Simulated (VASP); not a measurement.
# Zn2CO4 (Fd-3m) in VASP: a series of runs

Zn2CO4 is run at these levels: PBEsol; tasks: single point, relaxation of cell and atoms.

All numbers are computed with VASP 6.6.1; they aren't measurements. Logs are shortened: lines on timing, memory, paths and dates and some standing lists are left out, and cuts for length are marked.

**1. The cell of the first run**

The structure is cubic, space group Fd-3m (No. 227). The conventional cell has a = 7.757 Å, b = 7.757 Å, c = 7.757 Å, α = 90.00°, β = 90.00°, γ = 90.00°. Within 1.9 Å of C (site symmetry -43m) lie 4 O at 1.43 Å. Within 2.8 Å of Zn (site symmetry -3m) lie 6 O at 2.10 Å and 6 Zn at 2.74 Å. Within 1.9 Å of O (site symmetry 3m) lie 1 C at 1.43 Å.

**2. Single point, PBEsol**

File INCAR:

```
PREC = Accurate
ENCUT = 520
EDIFF = 1E-6
ISMEAR = 1
SIGMA = 0.0104
LREAL = F
LASPH = T
NELM = 80
ALGO = Normal
ISIF = 2
LWAVE = F
LCHARG = F
GGA = PS
NBANDS = 65
```

File KPOINTS:

```
regular mesh
0
Gamma
  6 6 6
```

File POSCAR:

```
Zn2CO4
1.0
    0.0000000000      3.8784594410      3.8784594410
    3.8784594410      0.0000000000      3.8784594410
    3.8784594410      3.8784594410      0.0000000000
C Zn O
2 4 8
Direct
    0.1250000000      0.1250000000      0.1250000000
    0.8750000000      0.8750000000      0.8750000000
    0.5000000000      0.5000000000      0.5000000000
    0.0000000000      0.5000000000      0.5000000000
    0.5000000000      0.5000000000      0.0000000000
    0.5000000000      0.0000000000      0.5000000000
    0.2312263208      0.2312263208      0.2312263208
    0.1936789623      0.7687736792      0.7687736792
    0.2312263208      0.2312263208      0.8063210377
    0.7687736792      0.1936789623      0.7687736792
    0.8063210377      0.2312263208      0.2312263208
    0.7687736792      0.7687736792      0.7687736792
    0.2312263208      0.8063210377      0.2312263208
    0.7687736792      0.7687736792      0.1936789623
```

Potentials or basis: VASP PAW PBE potentials, release 64 (C, Zn, O).

Started as:

```bash
cat potpaw_PBE.64/C/POTCAR potpaw_PBE.64/Zn/POTCAR potpaw_PBE.64/O/POTCAR > POTCAR
mpirun -np 1 vasp_std > vasp.out
```

OUTCAR:

```text
PREC = Accurate
   ENCUT = 520
   EDIFF = 1E-6
   ISMEAR = 1
   LREAL = F
   LASPH = T
   NELM = 80
   ISIF = 2
   GGA = PS

 ion  position               nearest neighbor table
   1  0.125  0.125  0.125-   9 1.43  11 1.43  13 1.43   7 1.43
   2  0.875  0.875  0.875-   8 1.43  10 1.43  14 1.43  12 1.43
   3  0.500  0.500  0.500-   8 2.10   9 2.10  10 2.10  11 2.10  13 2.10  14 2.10   4 2.74   5 2.74
                             6 2.74   5 2.74   6 2.74   4 2.74
   4  0.000  0.500  0.500-   7 2.10  12 2.10  10 2.10   9 2.10  13 2.10  14 2.10   3 2.74   5 2.74
                             6 2.74   3 2.74   5 2.74   6 2.74
   5  0.500  0.500  0.000-   7 2.10  12 2.10  10 2.10  11 2.10   8 2.10  13 2.10   3 2.74   3 2.74
                             4 2.74   6 2.74   6 2.74   4 2.74
   6  0.500  0.000  0.500-   7 2.10  12 2.10   9 2.10  11 2.10   8 2.10  14 2.10   3 2.74   5 2.74
                             3 2.74   4 2.74   5 2.74   4 2.74
   7  0.231  0.231  0.231-   1 1.43   4 2.10   5 2.10   6 2.10
   8  0.194  0.769  0.769-   2 1.43   3 2.10   5 2.10   6 2.10
   9  0.231  0.231  0.806-   1 1.43   3 2.10   4 2.10   6 2.10
  10  0.769  0.194  0.769-   2 1.43   3 2.10   4 2.10   5 2.10
  11  0.806  0.231  0.231-   1 1.43   3 2.10   5 2.10   6 2.10
  12  0.769  0.769  0.769-   2 1.43   4 2.10   5 2.10   6 2.10
  13  0.231  0.806  0.231-   1 1.43   3 2.10   4 2.10   5 2.10
  14  0.769  0.769  0.194-   2 1.43   3 2.10   4 2.10   6 2.10

  LATTYP: Found a face centered cubic cell.
 ALAT       =     7.7569188820

  Lattice vectors:

 A1 = (   0.0000000000,   3.8784594410,   3.8784594410)
 A2 = (   3.8784594410,   0.0000000000,   3.8784594410)
 A3 = (   3.8784594410,   3.8784594410,   0.0000000000)

Analysis of symmetry for initial positions (statically):
=====================================================================
 Subroutine PRICEL returns:
 Original cell was already a primitive cell.

 Routine SETGRP: Setting up the symmetry group for a
 face centered cubic supercell.

 Subroutine GETGRP returns: Found 48 space group operations
 (whereof 12 operations were pure point group operations)
 out of a pool of 48 trial point group operations.

The static configuration has the point symmetry D_3d.
 The point group associated with its full space group is O_h .

Analysis of symmetry for dynamics (positions and initial velocities):
=====================================================================
 Subroutine PRICEL returns:
 Original cell was already a primitive cell.

 Routine SETGRP: Setting up the symmetry group for a
 face centered cubic supercell.

[... 138 lines left out ...]
   IMIX   =      4    mixing-type and parameters
     AMIX     =   0.40;   BMIX     =  1.00
     AMIX_MAG =   1.60;   BMIX_MAG =  1.00
  volume/ion in A,a.u.               =       8.33        56.24
  Fermi-wavevector in a.u.,A,eV,Ry     =   1.575494  2.977252 33.772118  2.482181
  Thomas-Fermi vector in A             =   2.676469
   LORBIT       =      0    0 simple, 1 ext, 2 COOP (PROOUT), +10 PAW based schemes
   GGA     = PS    functional components
   LHFCALC =     F    Hartree Fock is set to
   AEXX    =    0.0000 exact exchange contribution
   IVDW    =     0    specifies the selected vdW correction
   LEPSILON=     F    determine dielectric tensor
   LRPA    =     F    only Hartree local field effects (RPA)
 non-spin polarized calculation
 Methfessel and Paxton  Order N= 1 SIGMA  =   0.01
  energy-cutoff  :      520.00
  volume of cell :      116.68
 maximum number of plane-waves:      3158
 NGX is ok and might be reduce to    42
   NGX = 21   NGY = 21   NGZ = 21

 number of electron     103.9999956 magnetization

 Free energy of the ion-electron system (eV)
  ---------------------------------------------------
  ext. energy  EPLUGINS =         0.00000000
  ---------------------------------------------------
  free energy    TOTEN  =       -81.51756319 eV

  energy without entropy =      -81.51756319  energy(sigma->0) =      -81.51756319

 E-fermi :   3.8518     XC(G=0): -12.5961

 val. band max:        3.7726938811   @ k =   0.0000   0.0000   0.0000
 cond. band min:       5.4496093681   @ k =   0.0000   0.0000   0.0000
 fundamental gap:      1.6769154870
 Fermi energy:         3.8517878205

 k-point     1 :       0.0000    0.0000    0.0000
  band No.  band energies     occupation
      1     -18.5585      2.00000
      2     -17.5080      2.00000
      3     -14.8125      2.00000
      4     -14.8125      2.00000
      5     -14.8125      2.00000
      6     -14.5363      2.00000
[... 1061 lines left out ...]
     63      13.9089      0.00000
     64      13.9089      0.00000
 [bands above 64 left out]

------------------------ aborting loop because EDIFF is reached ----------------------------------------

  FORCE on cell =-STRESS in cart. coord.  units (eV):
  Direction    XX          YY          ZZ          XY          YZ          ZX
  --------------------------------------------------------------------------------------
  -------------------------------------------------------------------------------------
  Total        1.1150078      1.1150078      1.1150078     -0.0000000      0.0000000      0.0000000
  in kB       15.3101946     15.3101946     15.3101946     -0.0000000      0.0000000      0.0000000
  external PRESSURE =      15.3101946 kB  Pullay stress =       0.0000000 kB

 VOLUME and BASIS-vectors are now :
 -----------------------------------------------------------------------------
  energy-cutoff  :      520.00
  volume of cell :      116.68
      direct lattice vectors                 reciprocal lattice vectors
     0.000000000  3.878459441  3.878459441    -0.128917166  0.128917166  0.128917166
     3.878459441  0.000000000  3.878459441     0.128917166 -0.128917166  0.128917166
     3.878459441  3.878459441  0.000000000     0.128917166  0.128917166 -0.128917166

 POSITION                                       TOTAL-FORCE (eV/Angst)
 -----------------------------------------------------------------------------------
      0.96961      0.96961      0.96961         0.000000      0.000000     -0.000000
      6.78730      6.78730      6.78730        -0.000000      0.000000     -0.000000
      3.87846      3.87846      3.87846         0.000000      0.000000     -0.000000
      3.87846      1.93923      1.93923         0.000000      0.000000     -0.000000
      1.93923      1.93923      3.87846         0.000000      0.000000     -0.000000
      1.93923      3.87846      1.93923         0.000000      0.000000     -0.000000
      1.79360      1.79360      1.79360         0.048463      0.048463      0.048463
      5.96332      3.73283      3.73283        -0.048463      0.048463      0.048463
      4.02409      4.02409      1.79360        -0.048463     -0.048463      0.048463
      3.73283      5.96332      3.73283         0.048463     -0.048463      0.048463
      1.79360      4.02409      4.02409         0.048463     -0.048463     -0.048463
      5.96332      5.96332      5.96332        -0.048463     -0.048463     -0.048463
      4.02409      1.79360      4.02409        -0.048463      0.048463     -0.048463
      3.73283      3.73283      5.96332         0.048463      0.048463     -0.048463
 -----------------------------------------------------------------------------------
    total drift:                                0.000000      0.000000     -0.000000

  FREE ENERGIE OF THE ION-ELECTRON SYSTEM (eV)
  ---------------------------------------------------
  free  energy   TOTEN  =       -81.5175631866 eV

  energy  without entropy=      -81.5175631866  energy(sigma->0) =      -81.51756319
```

Wall time 5.2 min (1 thread of Intel Xeon 8259CL, shared host); peak memory 0.3 GiB.

Results:

| Quantity | Value |
| --- | --- |
| Free energy | -81.5176 eV |
| Pressure | 1.5 GPa |
| Largest force | 0.084 eV/Å |
| Band gap on the k mesh | 1.68 eV |

Forces on the atoms (eV/Å):
```
C    0.000  0.000  0.000
C    0.000  0.000  0.000
Zn   0.000  0.000  0.000
Zn   0.000  0.000  0.000
Zn   0.000  0.000  0.000
Zn   0.000  0.000  0.000
O    0.048  0.048  0.048
O   -0.048  0.048  0.048
O   -0.048 -0.048  0.048
O    0.048 -0.048  0.048
O    0.048 -0.048 -0.048
O   -0.048 -0.048 -0.048
O   -0.048  0.048 -0.048
O    0.048  0.048 -0.048
```

Caveat: the PAW data sets were made with another functional, which shifts forces and pressure a little. A k mesh can miss the band edges.

**3. Relaxation of cell and atoms, PBEsol**

This run uses another cell than the first one, of 9.71 Å³/atom.

File INCAR:

```
PREC     = Accurate       # precision mode
ENCUT    = 600            # plane-wave cutoff, eV
EDIFF    = 1E-6           # SCF threshold, eV
ISMEAR   = 1              # smearing method
SIGMA    = 0.0104         # smearing width, eV
LREAL    = False          # projectors in reciprocal space
LASPH    = True           # aspherical terms in the spheres
NELM     = 80             # most SCF steps
ALGO     = Normal         # electronic algorithm
ISIF     = 3              # what is computed and relaxed
LWAVE    = False          # write WAVECAR
LCHARG   = False          # write CHGCAR
GGA      = PS             # functional
IBRION   = 2              # ionic algorithm
NSW      = 100            # ionic steps
EDIFFG   = -0.01          # ionic threshold
```

File KPOINTS:

```
Automatic mesh
0
Gamma
  6 6 6
```

File POSCAR:

```
Zn2CO4
1.0
    0.0000000000      4.0815180000      4.0815180000
    4.0815180000      0.0000000000      4.0815180000
    4.0815180000      4.0815180000      0.0000000000
C Zn O
2 4 8
Direct
    0.1250000000      0.1250000000      0.1250000000
    0.8750000000      0.8750000000      0.8750000000
    0.5000000000      0.5000000000      0.5000000000
    0.0000000000      0.5000000000      0.5000000000
    0.5000000000      0.5000000000      0.0000000000
    0.5000000000      0.0000000000      0.5000000000
    0.2466000000      0.2466000000      0.2466000000
    0.2398000000      0.7534000000      0.7534000000
    0.2466000000      0.2466000000      0.7602000000
    0.7534000000      0.2398000000      0.7534000000
    0.7602000000      0.2466000000      0.2466000000
    0.7534000000      0.7534000000      0.7534000000
    0.2466000000      0.7602000000      0.2466000000
    0.7534000000      0.7534000000      0.2398000000
```

Potentials or basis: VASP PAW PBE potentials, release 64 (C, Zn, O).

Started as:

```bash
cat potpaw_PBE.64/C/POTCAR potpaw_PBE.64/Zn/POTCAR potpaw_PBE.64/O/POTCAR > POTCAR
mpirun -np 1 vasp_std > vasp.out
```

Run time: 33 min. Hardware: 1 thread of Intel Xeon 8259CL, shared host; peak memory 0.42 GiB.

Results (log left out):

* Free energy: -81.6202 eV
* Relaxed volume: 8.37 Å³/atom
* Relaxed cell: a = 5.492 Å, b = 5.492 Å, c = 5.492 Å, α = 60.00°, β = 60.00°, γ = 60.00°
* Space group after relaxing (to 0.1 Å): Fd-3m (No. 227)
* Energy gained by relaxing: 471.4 meV/atom
* Ionic steps: 7
* Pressure after relaxing: 0.0 GPa
* Largest force after relaxing: 0.003 eV/Å
* Band gap on the k mesh: 1.65 eV

Forces on the atoms (eV/Å):
```
C    0.000  0.000  0.000
C    0.000  0.000  0.000
Zn   0.000  0.000  0.000
Zn   0.000  0.000  0.000
Zn   0.000  0.000  0.000
Zn   0.000  0.000  0.000
O   -0.002 -0.002 -0.002
O    0.002 -0.002 -0.002
O    0.002  0.002 -0.002
O   -0.002  0.002 -0.002
O   -0.002  0.002  0.002
O    0.002  0.002  0.002
O    0.002 -0.002  0.002
O   -0.002 -0.002  0.002
```

Step by step:
```tsv
step	energy change (eV)	largest force (eV/Å)	pressure (GPa)	volume (Å³)
1	0.0000	4.0340	-21.18	135.99
2	-6.4065	0.6521	9.70	112.24
3	-6.4087	0.7740	8.77	112.52
4	-6.4832	1.1069	-0.30	118.55
5	-6.5813	0.3093	3.07	115.88
6	-6.5744	0.3432	-3.44	118.68
7	-6.5993	0.0033	-0.01	117.15
```

Final structure:
```
CELL_PARAMETERS angstrom
0.00000 3.88364 3.88364
3.88364 0.00000 3.88364
3.88364 3.88364 0.00000
ATOMIC_POSITIONS crystal
C 0.12500 0.12500 0.12500
C 0.87500 0.87500 0.87500
Zn 0.50000 0.50000 0.50000
Zn 0.00000 0.50000 0.50000
Zn 0.50000 0.50000 0.00000
Zn 0.50000 0.00000 0.50000
O 0.23130 0.23130 0.23130
O 0.19391 0.76870 0.76870
O 0.23130 0.23130 0.80609
O 0.76870 0.19391 0.76870
O 0.80609 0.23130 0.23130
O 0.76870 0.76870 0.76870
O 0.23130 0.80609 0.23130
O 0.76870 0.76870 0.19391
```

Levels at points of the mesh, in eV from the valence-band top:
| k point | band 50 | band 51 | band 52 | band 53 | band 54 | band 55 |
| --- | --- | --- | --- | --- | --- | --- |
| (0.00, 0.00, 0.00) | 0.00 | 0.00 | 0.00 | 1.65 | 2.08 | 4.60 |
| (0.50, 0.00, 0.00) | -0.57 | -0.57 | -0.57 | 2.25 | 3.38 | 6.44 |
| (0.50, 0.50, 0.00) | -0.93 | -0.43 | -0.43 | 3.34 | 3.34 | 7.21 |

Caveat: the PAW data sets were made with another functional, which shifts forces and pressure a little.
